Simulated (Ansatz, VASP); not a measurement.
## One calculation of Pb, two programs

```
CELL_PARAMETERS angstrom
3.60097 0.00000 0.00000
-1.80048 3.11853 0.00000
0.00000 0.00000 5.90462
ATOMIC_POSITIONS crystal
Pb 0.33333 0.66667 0.25000
Pb 0.66667 0.33333 0.75000
```

Alike in both runs: task single point; functional PBE; k mesh 12 × 12 × 6; occupations fermi-dirac, width 0.1 eV; no spin polarisation.

|  | VASP | Ansatz |
| --- | --- | --- |
| version | VASP 6.6.1 | Ansatz 0.2.0 |
| potentials or method | VASP PAW PBE potentials, release 64 (Pb_d), cutoff 520 eV | plane waves (420 eV) with PAW, scalar-relativistic |
| valence electrons in the cell | 28 | 28 |

```tsv
	VASP	Ansatz	Ansatz less VASP
pressure (GPa)	-1.5	-1.5	+0.05
traceless stress, the component that is largest in VASP (GPa)	0.19	0.19	0.000
```

With one functional, cell and mesh, what is left measures potentials, basis and numerics.

Neither program's run includes spin-orbit coupling.
